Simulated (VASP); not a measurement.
Here is a VASP 6.6.1 calculation.

Contents of INCAR:

```
SYSTEM = V
ALGO     = Normal         ! electronic algorithm
EDIFF    = 1E-6           ! SCF threshold, eV
ENCUT    = 520            ! plane-wave cutoff, eV
GGA      = PS             ! functional
ISIF     = 2              ! what is computed and relaxed
ISMEAR   = 0              ! smearing method
LASPH    = .TRUE.         ! aspherical terms in the spheres
LCHARG   = .FALSE.        ! write CHGCAR
LREAL    = .FALSE.        ! projectors in reciprocal space
LWAVE    = .FALSE.        ! write WAVECAR
NBANDS   = 20             ! bands
NELM     = 80             ! most SCF steps
PREC     = Accurate       ! precision mode
SIGMA    = 0.1            ! smearing width, eV
```

The input KPOINTS:

```
k-points
0
G
  18 18 10
  0 0 0
```

Contents of POSCAR:

```
V
1.0
    2.5737097699      0.0000000000      0.0000000000
   -1.2868548849      2.2288980427      0.0000000000
    0.0000000000      0.0000000000      4.6419855773
V
2
Direct
    0.3333333333      0.6666666667      0.2500000000
    0.6666666667      0.3333333333      0.7500000000
```

Potentials or basis: VASP PAW PBE potentials, release 64 (V_sv).

Launch:

```console
$ cat potpaw_PBE.64/V_sv/POTCAR > POTCAR
$ mpirun -np 1 vasp_std > vasp.out
```

Q: Estimate the band gap on the k mesh.

A: Zero (bands 13 and 14 overlap by 2.32 eV).

Q: Predict the pressure.

A: 0.1 GPa.

Caveat: the PAW data sets were made with another functional, which shifts forces and pressure a little.
